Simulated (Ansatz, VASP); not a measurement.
**Two plane-wave programs on BaMg3H4**

File INCAR:

```
  ALGO = Normal
  EDIFF = 1E-6
  ENCUT = 520
  GGA = PE
  ISIF = 2
  ISMEAR = 0
  LASPH = True
  LCHARG = False
  LREAL = False
  LWAVE = False
  NBANDS = 20
  NELM = 100
  PREC = Accurate
  SIGMA = 0.1
```

The input KPOINTS:

```
k-points
0
Gamma
  6 6 1
```

The input POSCAR:

```
BaMg3H4
1.0
    4.7143121400      0.0000000000      0.0000000000
   -2.3571560700      4.0827140800      0.0000000000
    0.0000000000      0.0000000000     15.7690884400
Ba Mg H
1 3 4
Direct
    0.0000000000      0.0000000000      0.6487429900
    0.0000000000      0.0000000000      0.1726684700
    0.3333333300      0.6666666700      0.3868260500
    0.6666666700      0.3333333300      0.9585108900
    0.0000000000      0.0000000000      0.0000000000
    0.3333333300      0.6666666700      0.2141575800
    0.0000000000      0.0000000000      0.4283151500
    0.6666666700      0.3333333300      0.7858424200
```

Input for Ansatz:

```yaml
crystal:
  lattice:
    - [4.71431214, 0.0, 0.0]
    - [-2.35715607, 4.08271408, 0.0]
    - [0.0, 0.0, 15.76908844]
  atoms:
    - { symbol: Ba, position: [0.0, 0.0, 0.64874299] }
    - { symbol: Mg, position: [0.0, 0.0, 0.17266847] }
    - { symbol: Mg, position: [0.33333333, 0.66666667, 0.38682605] }
    - { symbol: Mg, position: [0.66666667, 0.33333333, 0.95851089] }
    - { symbol: H, position: [0.0, 0.0, 0.0] }
    - { symbol: H, position: [0.33333333, 0.66666667, 0.21415758] }
    - { symbol: H, position: [0.0, 0.0, 0.42831515] }
    - { symbol: H, position: [0.66666667, 0.33333333, 0.78584242] }
basis:
  ecutwfc: 420
kpoints:
  mp_grid: { grid: [6, 6, 1] }
hamiltonian:
  xc: pbe
scf:
  occupations: { method: gaussian, width: 0.1 }
  lower_state_search: "off"
output:
  forces: true
  stress: true
  eigenvalues: true
```

Alike in both runs: task single point; functional PBE; k mesh 6 × 6 × 1; occupations gaussian, width 0.1 eV; no spin polarisation.

```csv
,VASP,Ansatz
version,VASP 6.6.1,Ansatz 0.2.0
potentials or method,"VASP PAW PBE potentials, release 64 (Ba_sv, Mg, H), cutoff 520 eV","scalar-relativistic, plane waves, PAW"
valence electrons in the cell,20,44
```

VASP gave:

```
gap on the k mesh at the Fermi level (eV)                     : none
pressure (GPa)                                                : -4.8
traceless stress, the component that is largest in VASP (GPa) : -1.31
rms of the force components (eV/Å)                            : 0.106
```

Which values does Ansatz return?

gap on the k mesh at the Fermi level (eV): none; pressure (GPa): -4.7; traceless stress, the component that is largest in VASP (GPa): -1.31; rms of the force components (eV/Å): 0.106.

Atom by atom the forces differ by 0.002 eV/Å (rms over components). A gap of «none» marks a metal or a gap that the smearing closes. VASP's potentials hold 20 valence electrons a cell and Ansatz's 44, so a difference there can come from the potentials and not from the codes.

The k mesh is coarse, so the values compare programs but aren't converged. Neither program's run includes spin-orbit coupling.
